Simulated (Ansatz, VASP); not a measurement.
One calculation of NaF, two programs

File INCAR:

```
SYSTEM = NaF
ALGO = Normal
EDIFF = 1E-7
EDIFFG = -0.002
ENCUT = 600
GGA = CA
GGA_COMPAT = .False.
IBRION = 2
ISIF = 3
ISMEAR = 0
LASPH = .True.
LCHARG = .False.
LREAL = .False.
LWAVE = .False.
NELM = 120
NELMIN = 4
NSW = 100
PREC = Accurate
SIGMA = 0.02
```

The input KPOINTS:

```
k-points
0
Gamma
  8 8 8
  0 0 0
```

Contents of POSCAR:

```
NaF
1.0
    0.0000000000      2.3150000000      2.3150000000
    2.3150000000      0.0000000000      2.3150000000
    2.3150000000      2.3150000000      0.0000000000
Na F
1 1
Direct
    0.0000000000      0.0000000000      0.0000000000
    0.5000000000      0.5000000000      0.5000000000
```

Input for Ansatz:

```yaml
crystal:
  lattice:
    - [0.0, 2.315, 2.315]
    - [2.315, 0.0, 2.315]
    - [2.315, 2.315, 0.0]
  atoms:
    - { symbol: Na, position: [0.0, 0.0, 0.0] }
    - { symbol: F, position: [0.5, 0.5, 0.5] }
basis:
  ecutwfc: 420
kpoints:
  mp_grid: { grid: [8, 8, 8] }
hamiltonian:
  xc: lda
  pseudopotentials: { kind: paw, azcp: { folder: soft_1 } }
scf:
  occupations: { method: gaussian, width: 0.02 }
output:
  forces: true
  stress: true
  eigenvalues: true
  write_density: true
  write_potential: true
  elf: true
  volumetric_format: npy
relax:
  adjacent_minimum: "off"
  f_tol: 0.002
  max_steps: 80
  cell: { stress_tol: 0.02 }
```

Alike in both runs: task relaxation of cell and atoms; functional LDA; k mesh 8 × 8 × 8; occupations gaussian, width 0.02 eV; no spin polarisation.

|  | VASP | Ansatz |
| --- | --- | --- |
| version | VASP 6.6.1 | Ansatz 0.2.0 |
| potentials or method | VASP PAW LDA potentials, release 64 (Na_pv, F), cutoff 600 eV | scalar-relativistic, plane waves, PAW |
| valence electrons in the cell | 14 | 16 |

|  | VASP | Ansatz | Ansatz less VASP |
| --- | --- | --- | --- |
| gap on the k mesh at the Fermi level, each at its own relaxed structure (eV) | 6.46 | 6.46 | -0.005 |
| relaxed volume (Å³/atom) | 11.37 | 11.41 | +0.041 |
| relaxed cell length with the largest relative difference (Å) | 3.180 | 3.184 | +0.0038 |

Ansatz warns that its potentials were made for another functional, while VASP's fit it. LDA's correlation is that of Perdew and Zunger in VASP and of Perdew and Wang (1992) in Ansatz. VASP's potentials hold 14 valence electrons a cell and Ansatz's 16, so a difference there can come from the potentials and not from the codes.
